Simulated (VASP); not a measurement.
NbAs:

```
Nb As
1.0
    -1.72585    1.72585    5.84000
     1.72585   -1.72585    5.84000
     1.72585    1.72585   -5.84000
Nb As
2 2
Direct
  0.00000 0.00000 0.00000
  0.75000 0.25000 0.50000
  0.41600 0.41600 0.00000
  0.16600 0.66600 0.50000
```

```yaml
Program: VASP 6.6.1
Task: relaxation of cell and atoms
Functional: LDA
Potentials_or_basis: VASP PAW LDA potentials, release 64 (Nb_sv, As)
Cutoff: 600 eV
k_mesh: 9 × 9 × 9
Occupations: fermi-dirac, width 0.1 eV
Spin: no spin polarisation
```

At the start: pressure -5.2 GPa; volume 17.39 Å³/atom.

Q: How do energy, volume and symmetry change on relaxing?

A: Over 10 steps the energy falls by 10.4 meV/atom and the volume is 16.88 Å³/atom (-3.0 %); space group I4_1md (No. 109, to 0.1 Å) before and after.

Step by step:
```csv
step,energy change (eV),largest force (eV/Å),pressure (GPa),volume (Å³)
1,0.0000,0.2737,-5.17,69.58
2,0.0782,0.0378,11.21,64.07
3,-0.0382,0.1813,0.15,67.51
4,-0.0382,0.1791,0.27,67.47
5,-0.0410,0.0042,-0.01,67.55
6,-0.0410,0.0010,-0.01,67.55
7,-0.0416,0.0014,-0.09,67.55
8,-0.0417,0.0035,-0.13,67.55
9,-0.0416,0.0003,0.21,67.43
10,-0.0417,0.0017,0.01,67.50
```

Final structure:
```cif
data_structure
_symmetry_space_group_name_H-M 'P 1'
_symmetry_Int_Tables_number 1
_cell_length_a 6.2572
_cell_length_b 6.2572
_cell_length_c 6.2572
_cell_angle_alpha 148.279
_cell_angle_beta 148.279
_cell_angle_gamma 45.473
_cell_volume 67.50
loop_
_atom_site_label
_atom_site_type_symbol
_atom_site_fract_x
_atom_site_fract_y
_atom_site_fract_z
_atom_site_occupancy
Nb1 Nb 0.99877 0.99877 0.00000 1
Nb2 Nb 0.74877 0.24877 0.50000 1
As1 As 0.41723 0.41723 0.00000 1
As2 As 0.16723 0.66723 0.50000 1
```
